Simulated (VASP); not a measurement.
A run of VASP 6.6.1 is set up as follows.

INCAR

```
PREC     = Accurate       # precision mode
ENCUT    = 520            # plane-wave cutoff, eV
EDIFF    = 1E-6           # SCF threshold, eV
ISMEAR   = 0              # smearing method
SIGMA    = 0.05           # smearing width, eV
LREAL    = F              # projectors in reciprocal space
LASPH    = T              # aspherical terms in the spheres
NELM     = 80             # most SCF steps
ALGO     = Normal         # electronic algorithm
ISIF     = 2              # what is computed and relaxed
LWAVE    = F              # write WAVECAR
LCHARG   = T              # write CHGCAR
LELF     = T              # ELF
LVHAR    = T            
NBANDS   = 36             # bands
```

KPOINTS

```
Automatic mesh
0
Gamma
  8 8 3
```

Contents of POSCAR:

```
ZnS
1.0
    2.7046500000     -2.7046500000      0.0000000000
    2.7046500000      0.0000000000     -2.7046500000
    9.4662750000      3.3808125000      3.3808125000
Zn S
3 3
Direct
    0.5728916667      0.5728916667      0.1250333333
   -0.5937750000     -0.5937750000      0.7917000000
   -0.0104416667     -0.0104416667      0.4583666667
    0.0103916667      0.0103916667      0.8750333333
    0.5937250000      0.5937250000      0.5417000000
    0.1770583333      0.1770583333      0.2083666667
```

Potentials or basis: VASP PAW LDA potentials, release 64 (Zn, S).

Run with:

```console
$ cat potpaw_LDA.64/Zn/POTCAR potpaw_LDA.64/S/POTCAR > POTCAR
$ mpirun -np 1 vasp_std > vasp.out
```

Task: Predict the pressure.

Result: -5.5 GPa.

Task: Predict the band gap on the k mesh.

Result: 1.43 eV.

Task: Predict the largest force.

Result: 0.577 eV/Å.

Stress tensor (GPa, compression positive):
```
-4.99  1.23  1.23
 1.23 -5.75 -0.68
 1.23 -0.68 -5.75
```

Caveat: the cell differs from its parent crystal (the part above a cut slid along it); the cell stands under tension. A k mesh can miss the band edges.
